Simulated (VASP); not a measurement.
# CdS (P3m1) in VASP: notebook

Runs on CdS. Level: PBE+D3(BJ). Tasks: single point.

All numbers are computed with VASP 6.6.1; they aren't measurements. Logs are shortened: lines on timing, memory, paths and dates and some standing lists are left out, and cuts for length are marked.

### Step 1. The cell of the first run

The structure is trigonal, space group P3m1 (No. 156). The conventional cell has a = 4.098 Å, b = 4.098 Å, c = 3.828 Å, α = 90.00°, β = 90.00°, γ = 120.00°. Within 3.3 Å of Cd (site symmetry 3m) lie 3 S at 2.47 Å. Within 3.3 Å of S (site symmetry 3m) lie 3 Cd at 2.47 Å.

### Step 2. Single point, PBE+D3(BJ)

File INCAR:

```
PREC = Accurate ; ENCUT = 630
EDIFF = 1E-6 ; ISMEAR = 0
SIGMA = 0.02 ; LREAL = False
LASPH = True ; NELM = 120
ALGO = Normal ; ISIF = 2
LWAVE = False ; LCHARG = False
GGA = PE ; IVDW = 12
NBANDS = 20 ; GGA_COMPAT = False
```

File KPOINTS:

```
Automatic mesh
0
Gamma
  6 6 6
```

File POSCAR:

```
CdS
1.0
    4.0976668513      0.0000000000      0.0000000000
   -2.0488334257      3.5486835895      0.0000000000
    0.0000000000      0.0000000000      3.8283122367
Cd S
1 1
Direct
    0.0000000000      0.0000000000      0.5307944175
    0.6666666667      0.3333333333      0.3462055825
```

Potentials or basis: VASP PAW PBE potentials, release 64 (Cd_sv_GW, S).

The run is started by

```console
> cat potpaw_PBE.64/Cd_sv_GW/POTCAR potpaw_PBE.64/S/POTCAR > POTCAR
> mpirun -np 1 vasp_std > vasp.out
```

OUTCAR:

```text
PREC = Accurate
   ENCUT = 630
   EDIFF = 1E-6
   ISMEAR = 0
   LREAL = False
   LASPH = True
   NELM = 120
   ISIF = 2
   GGA = PE
   IVDW = 12
 IVDW          = 12

 ion  position               nearest neighbor table
   1  0.000  0.000  0.531-   2 2.47   2 2.47   2 2.47
   2  0.667  0.333  0.346-   1 2.47   1 2.47   1 2.47

  LATTYP: Found a hexagonal cell.
 ALAT       =     4.0976668513
 C/A-ratio  =     0.9342663461

  Lattice vectors:

 A1 = (   4.0976668513,   0.0000000000,   0.0000000000)
 A2 = (  -2.0488334257,   3.5486835895,   0.0000000000)
 A3 = (   0.0000000000,   0.0000000000,   3.8283122367)

Analysis of symmetry for initial positions (statically):
=====================================================================
 Subroutine PRICEL returns:
 Original cell was already a primitive cell.

 Routine SETGRP: Setting up the symmetry group for a
 hexagonal supercell.

 Subroutine GETGRP returns: Found  6 space group operations
 (whereof  6 operations were pure point group operations)
 out of a pool of 24 trial point group operations.

The static configuration has the point symmetry C_3v.

Analysis of symmetry for dynamics (positions and initial velocities):
=====================================================================
 Subroutine PRICEL returns:
 Original cell was already a primitive cell.

 Routine SETGRP: Setting up the symmetry group for a
 hexagonal supercell.

 Subroutine GETGRP returns: Found  6 space group operations
 (whereof  6 operations were pure point group operations)
 out of a pool of 24 trial point group operations.

The dynamic configuration has the point symmetry C_3v.

 Subroutine INISYM returns: Found  6 space group operations
 (whereof  6 operations are pure point group operations),
 and found     1 'primitive' translations

----------------------------------------------------------------------------------------

                                     Primitive cell

  volume of cell :      55.6687

  direct lattice vectors                    reciprocal lattice vectors
     4.097666851  0.000000000  0.000000000     0.244041313  0.140897318  0.000000000
    -2.048833426  3.548683589  0.000000000     0.000000000  0.281794636  0.000000000
     0.000000000  0.000000000  3.828312237     0.000000000  0.000000000  0.261211714

  length of vectors
     4.097666851  4.097666851  3.828312237     0.281794636  0.281794636  0.261211714

  position of ions in fractional coordinates (direct lattice)
     0.000000000  0.000000000  0.530794417
     0.666666667  0.333333333  0.346205582

  ion indices of the primitive-cell ions
   primitive index   ion index
                 1           1
                 2           2

----------------------------------------------------------------------------------------

 KPOINTS: Automatic mesh

Automatic generation of k-mesh.
 Grid dimensions read from file:
 generate k-points for:    6    6    6

 Generating k-lattice:

  Cartesian coordinates                     Fractional coordinates (reciprocal lattice)
     0.040673552  0.023482886  0.000000000     0.166666667  0.000000000  0.000000000
     0.000000000  0.046965773  0.000000000     0.000000000  0.166666667  0.000000000
     0.000000000  0.000000000  0.043535286     0.000000000  0.000000000  0.166666667

  Length of vectors
     0.046965773  0.046965773  0.043535286

  Shift w.r.t. Gamma in fractional coordinates (k-lattice)
     0.000000000  0.000000000  0.000000000

 Subroutine IBZKPT returns following result:
 ===========================================

 Found     34 irreducible k-points:

 Following reciprocal coordinates:
            Coordinates               Weight
  0.000000  0.000000  0.000000      1.000000
  0.166667  0.000000  0.000000      6.000000
  0.333333  0.000000  0.000000      6.000000
  0.500000  0.000000  0.000000      3.000000
  0.166667  0.166667  0.000000      6.000000
  0.333333  0.166667  0.000000     12.000000
[... 16 lines left out ...]
  0.500000  0.000000  0.333333      6.000000
  0.166667  0.166667  0.333333     12.000000
 [... further k-points ...]
   k-points           NKPTS =     34   k-points in BZ     NKDIM =     34   number of bands    NBANDS=     20
   number of dos      NEDOS =    301   number of ions     NIONS =      2
   total plane-waves  NPLWV =  41472
   dimension x,y,z NGX =    36 NGY =   36 NGZ =   32
   dimension x,y,z NGXF=    72 NGYF=   72 NGZF=   64
   ions per type =               1   1
   NGX,Y,Z   is equivalent  to a cutoff of  14.61, 14.61, 13.90 a.u.
   NGXF,Y,Z  is equivalent  to a cutoff of  29.21, 29.21, 27.79 a.u.
 SYSTEM =  unknown system
   PREC   = accura    normal or accurate (medium, high low for compatibility)
   ISTART =      0    job   : 0-new  1-cont  2-samecut
   ICHARG =      2    charge: 1-file 2-atom 10-const
   ISPIN  =      1    spin polarized calculation?
   LNONCOLLINEAR =      F non collinear calculations
   LSORBIT =      F    spin-orbit coupling
   LASPH  =      T    aspherical Exc in radial PAW
   ENCUT  =  630.0 eV  46.30 Ry    6.80 a.u.   8.39  8.39  7.83*2*pi/ulx,y,z
   NELM   =    120;   NELMIN=  2; NELMDL= -5     # of ELM steps
   EDIFF  = 0.1E-05   stopping-criterion for ELM
   LREAL  =      F    real-space projection
   EDIFFG = 0.1E-04   stopping-criterion for IOM
   NSW    =      0    number of steps for IOM
   IBRION =     -1    ionic relax: 0-MD 1-quasi-New 2-CG
   NFREE  =      0    steps in history (QN), initial steepest desc. (CG)
   ISIF   =      2    stress and relaxation
   ISYM   =      2    0-nonsym 1-usesym 2-fastsym
   POTIM  = 0.5000    time-step for ionic-motion
   TEBEG  =    0.0;   TEEND  =   0.0 temperature during run
   PSTRESS=    0.0 pullay stress
   NELECT =      26.0000    total number of electrons
   NUPDOWN=      -1.0000    fix difference up-down
   EMIN   =  10.00;   EMAX   =-10.00  energy-range for DOS
   EFERMI =   0.00;   METHOD = LEGACY
   ISMEAR =     0;   SIGMA  =   0.02  broadening in eV -4-tet -1-fermi 0-gaus
   EFERMI_NEDOS =   21; number of points for ismear=-14 and -15
   IALGO  =     38    algorithm
   IMIX   =      4    mixing-type and parameters
     AMIX     =   0.40;   BMIX     =  1.00
     AMIX_MAG =   1.60;   BMIX_MAG =  1.00
  volume/ion in A,a.u.               =      27.83       187.84
  Fermi-wavevector in a.u.,A,eV,Ry     =   1.270171  2.400275 21.950746  1.613334
  Thomas-Fermi vector in A             =   2.403173
   LORBIT       =      0    0 simple, 1 ext, 2 COOP (PROOUT), +10 PAW based schemes
   GGA     = PE    functional components
   LHFCALC =     F    Hartree Fock is set to
   AEXX    =    0.0000 exact exchange contribution
   IVDW    =    12    specifies the selected vdW correction
   LEPSILON=     F    determine dielectric tensor
   LRPA    =     F    only Hartree local field effects (RPA)
 non-spin polarized calculation
 Gauss-broadening in eV      SIGMA  =   0.02
  energy-cutoff  :      630.00
  volume of cell :       55.67
 maximum number of plane-waves:      2037
 NGX is ok and might be reduce to    36
   NGX = 17   NGY = 17   NGZ = 15

 number of electron      25.9999995 magnetization

 Free energy of the ion-electron system (eV)
  ---------------------------------------------------
  ext. energy  EPLUGINS =         0.00000000
  ---------------------------------------------------
  free energy    TOTEN  =        -5.61874593 eV

  energy without entropy =       -5.61874593  energy(sigma->0) =       -5.61874593

 E-fermi :   2.4314     XC(G=0):  -8.7138

 val. band max:        2.0473135698   @ k =   0.3333   0.3333   0.0000
 cond. band min:       2.9624595046   @ k =   0.0000   0.0000   0.0000
 fundamental gap:      0.9151459348
 Fermi energy:         2.4313596734

 k-point     1 :       0.0000    0.0000    0.0000
  band No.  band energies     occupation
      1     -99.5799      2.00000
      2     -60.7141      2.00000
      3     -60.6016      2.00000
      4     -60.6016      2.00000
      5     -10.0968      2.00000
      6      -5.9125      2.00000
[... 12 lines left out ...]
     19      14.2768      0.00000
     20      15.1910      0.00000

 k-point     2 :       0.1667    0.0000    0.0000
  band No.  band energies     occupation
      1     -99.5799      2.00000
      2     -60.7141      2.00000
      3     -60.6017      2.00000
      4     -60.6017      2.00000
      5     -10.0072      2.00000
      6      -5.8607      2.00000
[... 12 lines left out ...]
     19      14.2329      0.00000
     20      14.8279      0.00000

 k-point     3 :       0.3333    0.0000    0.0000
  band No.  band energies     occupation
      1     -99.5799      2.00000
      2     -60.7141      2.00000
      3     -60.6020      2.00000
      4     -60.6017      2.00000
      5      -9.8282      2.00000
      6      -5.7363      2.00000
[... 12 lines left out ...]
     19      13.1413      0.00000
     20      14.2538      0.00000

 k-point     4 :       0.5000    0.0000    0.0000
  band No.  band energies     occupation
      1     -99.5799      2.00000
      2     -60.7140      2.00000
      3     -60.6021      2.00000
      4     -60.6017      2.00000
      5      -9.7397      2.00000
      6      -5.6874      2.00000
[... 12 lines left out ...]
     19      13.6444      0.00000
     20      14.0607      0.00000

 k-point     5 :       0.1667    0.1667    0.0000
  band No.  band energies     occupation
      1     -99.5799      2.00000
      2     -60.7141      2.00000
      3     -60.6019      2.00000
      4     -60.6017      2.00000
      5      -9.8731      2.00000
      6      -5.7955      2.00000
[... 12 lines left out ...]
     19      13.4096      0.00000
     20      14.1937      0.00000

 k-point     6 :       0.3333    0.1667    0.0000
  band No.  band energies     occupation
      1     -99.5799      2.00000
      2     -60.7141      2.00000
      3     -60.6021      2.00000
      4     -60.6018      2.00000
      5      -9.7411      2.00000
      6      -5.7083      2.00000
[... 12 lines left out ...]
     19      12.6801      0.00000
     20      13.6602      0.00000

 k-point     7 :       0.3333    0.3333    0.0000
  band No.  band energies     occupation
      1     -99.5799      2.00000
      2     -60.7141      2.00000
      3     -60.6020      2.00000
      4     -60.6019      2.00000
      5      -9.6991      2.00000
      6      -5.6731      2.00000
[... 12 lines left out ...]
     19      12.0675      0.00000
     20      12.8233      0.00000
[... 277 lines left out ...]
 k-point    20 :       0.0000    0.1667    0.3333
  band No.  band energies     occupation
      1     -99.5799      2.00000
      2     -60.7147      2.00000
      3     -60.6017      2.00000
      4     -60.6016      2.00000
      5      -9.8247      2.00000
      6      -5.8556      2.00000
[... 12 lines left out ...]
     19      12.4811      0.00000
     20      13.8143      0.00000

 k-point    21 :       0.3333    0.0000    0.3333
  band No.  band energies     occupation
      1     -99.5799      2.00000
      2     -60.7147      2.00000
      3     -60.6020      2.00000
      4     -60.6016      2.00000
      5      -9.6718      2.00000
      6      -5.7557      2.00000
[... 12 lines left out ...]
     19      12.9259      0.00000
     20      14.0923      0.00000

 k-point    22 :       0.0000    0.3333    0.3333
  band No.  band energies     occupation
      1     -99.5799      2.00000
      2     -60.7147      2.00000
      3     -60.6020      2.00000
      4     -60.6016      2.00000
      5      -9.6728      2.00000
      6      -5.7616      2.00000
[... 12 lines left out ...]
     19      13.0334      0.00000
     20      13.8616      0.00000

 k-point    23 :       0.5000    0.0000    0.3333
  band No.  band energies     occupation
      1     -99.5798      2.00000
      2     -60.7147      2.00000
      3     -60.6021      2.00000
      4     -60.6017      2.00000
      5      -9.5985      2.00000
      6      -5.7219      2.00000
[... 12 lines left out ...]
     19      14.1167      0.00000
     20      14.5223      0.00000

 k-point    24 :       0.1667    0.1667    0.3333
  band No.  band energies     occupation
      1     -99.5799      2.00000
      2     -60.7147      2.00000
      3     -60.6019      2.00000
      4     -60.6017      2.00000
      5      -9.7101      2.00000
      6      -5.7966      2.00000
[... 12 lines left out ...]
     19      12.7732      0.00000
     20      14.4798      0.00000

 [... further k-points ...]

------------------------ aborting loop because EDIFF is reached ----------------------------------------

 Edisp (eV)   -0.54009

 E8    (eV) :    -0.2197

  FORCE on cell =-STRESS in cart. coord.  units (eV):
  Direction    XX          YY          ZZ          XY          YZ          ZX
  --------------------------------------------------------------------------------------
  -------------------------------------------------------------------------------------
  Total      -0.04386    -0.04386    -0.04023     0.00000     0.00000     0.00000
  in kB      -1.26238    -1.26238    -1.15776     0.00000     0.00000     0.00000
  external pressure =       -1.23 kB  Pullay stress =        0.00 kB

 VOLUME and BASIS-vectors are now :
 -----------------------------------------------------------------------------
  energy-cutoff  :      630.00
  volume of cell :       55.67
      direct lattice vectors                 reciprocal lattice vectors
     4.097666851  0.000000000  0.000000000     0.244041313  0.140897318  0.000000000
    -2.048833426  3.548683589  0.000000000     0.000000000  0.281794636  0.000000000
     0.000000000  0.000000000  3.828312237     0.000000000  0.000000000  0.261211714

 POSITION                                       TOTAL-FORCE (eV/Angst)
 -----------------------------------------------------------------------------------
      0.00000      0.00000      2.03205         0.000000     -0.000000      0.000652
      2.04883      1.18289      1.32538        -0.000000      0.000000     -0.000652
 -----------------------------------------------------------------------------------
    total drift:                                0.000000     -0.000000     -0.000271

  FREE ENERGIE OF THE ION-ELECTRON SYSTEM (eV)
  ---------------------------------------------------
  free  energy   TOTEN  =        -6.1588314428 eV

  energy  without entropy=       -6.1588314428  energy(sigma->0) =       -6.15883144
```

Run time: 29 s. Hardware: 1 thread of Intel Xeon 6975P-C (Granite Rapids), shared host; peak memory 0.22 GiB.

Results:

```
Free energy                : -6.1588 eV
Pressure                   : -0.1 GPa
Band gap on the k mesh     : 0.92 eV (least direct gap 1.24 eV)
Dispersion energy per atom : -0.270 eV
```

A k mesh can miss the band edges.

### Step 3. Single point, PBE+D3(BJ)

File INCAR:

```
PREC = Accurate
ENCUT = 630
EDIFF = 1E-6
ISMEAR = 0
SIGMA = 0.05
LREAL = F
LASPH = T
NELM = 120
ALGO = Normal
ISIF = 2
LWAVE = F
LCHARG = F
GGA = PE
IVDW = 12
NBANDS = 20
GGA_COMPAT = F
```

File KPOINTS:

```
regular mesh
0
Gamma
  6 6 8
```

POSCAR is that of step 2.

Potentials or basis: VASP PAW PBE potentials, release 64 (Cd_sv_GW, S).

The run is started by

```console
> cat potpaw_PBE.64/Cd_sv_GW/POTCAR potpaw_PBE.64/S/POTCAR > POTCAR
> mpirun -np 1 vasp_std > vasp.out
```

OUTCAR:

```text
PREC = Accurate
   ENCUT = 630
   EDIFF = 1E-6
   ISMEAR = 0
   LREAL = F
   LASPH = T
   NELM = 120
   ISIF = 2
   GGA = PE
   IVDW = 12
 IVDW          = 12

 ion  position               nearest neighbor table
   1  0.000  0.000  0.531-   2 2.47   2 2.47   2 2.47
   2  0.667  0.333  0.346-   1 2.47   1 2.47   1 2.47

  LATTYP: Found a hexagonal cell.
 ALAT       =     4.0976668513
 C/A-ratio  =     0.9342663461

  Lattice vectors:

[... 739 lines left out ...]

------------------------ aborting loop because EDIFF is reached ----------------------------------------

 Edisp (eV)   -0.54009

 E8    (eV) :    -0.2197

  FORCE on cell =-STRESS in cart. coord.  units (eV):
  Direction    XX          YY          ZZ          XY          YZ          ZX
  --------------------------------------------------------------------------------------
  -------------------------------------------------------------------------------------
  Total      -0.04271    -0.04271    -0.04487     0.00000     0.00000     0.00000
  in kB      -1.22932    -1.22932    -1.29142     0.00000     0.00000     0.00000
  external pressure =       -1.25 kB  Pullay stress =        0.00 kB

 VOLUME and BASIS-vectors are now :
 -----------------------------------------------------------------------------
  energy-cutoff  :      630.00
  volume of cell :       55.67
      direct lattice vectors                 reciprocal lattice vectors
     4.097666851  0.000000000  0.000000000     0.244041313  0.140897318  0.000000000
    -2.048833426  3.548683589  0.000000000     0.000000000  0.281794636  0.000000000
     0.000000000  0.000000000  3.828312237     0.000000000  0.000000000  0.261211714

 POSITION                                       TOTAL-FORCE (eV/Angst)
 -----------------------------------------------------------------------------------
      0.00000      0.00000      2.03205        -0.000000      0.000000      0.002077
      2.04883      1.18289      1.32538         0.000000     -0.000000     -0.002077
 -----------------------------------------------------------------------------------
    total drift:                                0.000000     -0.000000      0.000007

  FREE ENERGIE OF THE ION-ELECTRON SYSTEM (eV)
  ---------------------------------------------------
  free  energy   TOTEN  =        -6.1592436988 eV

  energy  without entropy=       -6.1592436988  energy(sigma->0) =       -6.15924370
```

Wall time 23 s (1 thread of Intel Xeon 6975P-C (Granite Rapids), shared host); peak memory 0.25 GiB.

What came out:

```
Free energy                : -6.1592 eV
Pressure                   : -0.1 GPa
Band gap on the k mesh     : 0.92 eV (least direct gap 1.24 eV)
Dispersion energy per atom : -0.270 eV
```

Forces in eV/Å, atoms in the order of the input:
```
Cd   0.000  0.000  0.002
S    0.000  0.000 -0.002
```

Levels at points of the mesh, in eV from the valence-band top:
```csv
k point,band 11,band 12,band 13,band 14,band 15,band 16
"(0.00, 0.00, 0.00)",-0.72,-0.32,-0.32,0.92,5.86,6.54
"(0.50, 0.00, 0.00)",-4.45,-1.55,-0.10,2.89,5.77,7.62
"(0.00, 0.00, 0.50)",-3.12,-0.11,-0.11,2.95,4.78,7.44
"(0.50, 0.00, 0.50)",-3.61,-1.82,-1.16,1.99,4.75,7.42
```

A k mesh can miss the band edges.
